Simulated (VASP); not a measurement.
**AlNi3: single point with PBE**

Crystal: AlNi3.

```
Al Ni
1.0
     3.27051    0.00000    0.00000
     0.00000    3.27051    0.00000
     0.00000    0.00000    3.27051
Al Ni
1 3
Direct
  0.00000 0.00000 0.00000
  0.00000 0.50000 0.50000
  0.50000 0.00000 0.50000
  0.50000 0.50000 0.00000
```

This cell differs from its parent crystal: volume scaled by 0.8.

```
Program                : VASP 6.6.1
Task                   : single point
Functional             : PBE
Potentials or basis    : VASP PAW PBE potentials, release 64 (Al, Ni)
Cutoff                 : 520 eV
k mesh                 : 10 × 10 × 10
Occupations            : fermi-dirac, width 0.03 eV
Spin                   : no spin polarisation
Dipole correction      : no
Further INCAR settings : ALGO = Normal; EDIFF = 1e-06; NBANDS = 24
```

```yaml
Pressure: 84.9 GPa
```

Levels at points of the mesh, in eV from the Fermi level:
```
           k point  band 15  band 16  band 17  band 18  band 19  band 20
(0.00, 0.00, 0.00)     0.28     0.28     0.97     0.97     0.97     8.15
(0.50, 0.00, 0.00)    -1.26    -0.52     0.28     6.55     6.55     7.01
(0.50, 0.50, 0.00)    -1.17    -1.07    -0.71     1.47     1.47     9.52
(0.50, 0.50, 0.50)    -1.34    -0.57    -0.02    -0.02    -0.02     5.34
```

Run time: 27 s on 1 thread of AMD EPYC 9R14 (Zen 4) (shared host), peak memory 0.13 GiB.

 Spin polarisation is off, so any magnetic state and its effect on volume and gap are missing.
